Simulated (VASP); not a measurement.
Write the native input for VASP 6.6.1 that does the following.

* Task: relaxation of cell and atoms
* Functional: revPBE
* Potentials or basis: VASP PAW PBE potentials, release 64 (Au)
* Cutoff: 500 eV
* k mesh: 5 × 5 × 5
* Occupations: fermi-dirac, width 0.1 eV
* Spin: no spin polarisation
* Dipole correction: no
* Further INCAR settings: ALGO = Normal; EDIFF = 1e-07; IBRION = 2; EDIFFG = -0.01; NSW = 80; ISIF = 3

The structure of Au lies in POSCAR:

```
Au
1.0
    5.1382604225      0.0000000000      0.0000000000
    0.0000000000      5.1382604225      0.0000000000
    0.0000000000      0.0000000000      5.1382604225
Au
8
Direct
    0.0000000000      0.0000000000      0.0000000000
    0.5000000000      0.5000000000      0.5000000000
    0.2500000000      0.0000000000      0.5000000000
    0.7500000000      0.0000000000      0.5000000000
    0.5000000000      0.2500000000      0.0000000000
    0.5000000000      0.7500000000      0.0000000000
    0.0000000000      0.5000000000      0.2500000000
    0.0000000000      0.5000000000      0.7500000000
```

These files were run (other wordings do the same):

INCAR

```
  ALGO = Normal
  EDIFF = 1E-7
  EDIFFG = -0.01
  ENCUT = 500
  GGA = RE
  GGA_COMPAT = False
  IBRION = 2
  ISIF = 3
  ISMEAR = -1
  LASPH = True
  LCHARG = False
  LREAL = False
  LWAVE = False
  NELM = 120
  NELMIN = 4
  NSW = 80
  PREC = Accurate
  SIGMA = 0.1
```

KPOINTS

```
k-points
0
Gamma
  5 5 5
```

Potentials or basis: VASP PAW PBE potentials, release 64 (Au).

The run is started by

```bash
$ cat potpaw_PBE.64/Au/POTCAR > POTCAR
$ mpirun -np 1 vasp_std > vasp.out
```

It gave:

```json
{
 "Relaxed volume": "18.97 Å³/atom",
 "Relaxed cell": "a = 5.334 Å, b = 5.334 Å, c = 5.334 Å, α = 90.00°, β = 90.00°, γ = 90.00°",
 "Space group after relaxing (to 0.05 Å)": "Pm-3n (No. 223)",
 "Energy gained by relaxing": "99.8 meV/atom",
 "Ionic steps": "17",
 "Pressure after relaxing": "0.1 GPa",
 "Band gap on the k mesh": "zero (band 44 reaches 8.78 eV, above the bottom of band 45 at 7.30 eV)"
}
```

Caveat: the PAW data sets were made with another functional, which shifts forces and pressure a little; spin-orbit coupling is left out, which moves the levels of the heavy elements.

Run time: 12 min on 1 thread of Intel Xeon 6975P-C (shared host), peak memory 0.27 GiB.
